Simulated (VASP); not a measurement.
The system is Bi.

```xyz
2
Lattice="3.4886 -3.1326 0.0000 3.4886 3.1326 0.0000 -1.2602 0.0000 3.1136" Properties=species:S:1:pos:R:3 pbc="T T T"
Bi    1.5432    0.0000    0.4440
Bi    4.1738    0.0000    2.6695
```

Base run:

```yaml
Program: VASP 6.6.1
Functional: PBE
Potentials_or_basis: VASP PAW PBE potentials, release 64 (Bi_d)
Cutoff: 520 eV
k_mesh: 9 × 9 × 13
Occupations: fermi-dirac, width 0.05 eV
Spin: no spin polarisation
```

Its results: band gap on the k mesh zero (bands 15 and 16 overlap by 4.97 eV); pressure 0.0 GPa; largest force 0.043 eV/Å.

Question: The run is repeated on the same cell with these changes: functional from PBE to PBEsol. What comes out?

Answer: Band gap on the k mesh zero (bands 15 and 16 overlap by 4.97 eV); pressure -2.5 GPa; largest force 0.061 eV/Å.

PBEsol binds more tightly than PBE, so the same cell stands under less pressure.

Caveats: spin-orbit coupling is left out, which moves the levels of the heavy elements; the PAW data sets were made with another functional, which shifts forces and pressure a little (at least some runs).
